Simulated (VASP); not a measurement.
A run of VASP 6.6.1:

The input INCAR:

```
SYSTEM = V
  PREC = Accurate
  ENCUT = 520
  EDIFF = 1E-7
  ISMEAR = -1
  SIGMA = 0.08
  LREAL = .False.
  LASPH = .True.
  NELM = 60
  ALGO = Normal
  ISIF = 2
  LWAVE = .False.
  LCHARG = .False.
  GGA = PS
  NBANDS = 20
```

The input KPOINTS:

```
regular mesh
0
Gamma
  14 14 14
  0 0 0
```

File POSCAR:

```
V
1.0
    0.0000000000      2.5511218057      2.5511218057
    2.5511218057      0.0000000000      2.5511218057
    2.5511218057      2.5511218057      0.0000000000
V
2
Direct
   -0.1250000000     -0.1250000000     -0.1250000000
    0.1250000000      0.1250000000      0.1250000000
```

Potentials or basis: VASP PAW PBE potentials, release 64 (V_sv).

The run is started by

```bash
$ cat potpaw_PBE.64/V_sv/POTCAR > POTCAR
$ mpirun -np 1 vasp_std > vasp.out
```

Hardware: 1 thread of Intel Xeon 8259CL, with other jobs on the host.

Question: How long does it take, and how much memory?

Answer: It took 100 s on 1 thread of Intel Xeon 8259CL (shared host), peak memory 0.19 GiB. Counts: scf iterations 13, k points 104.
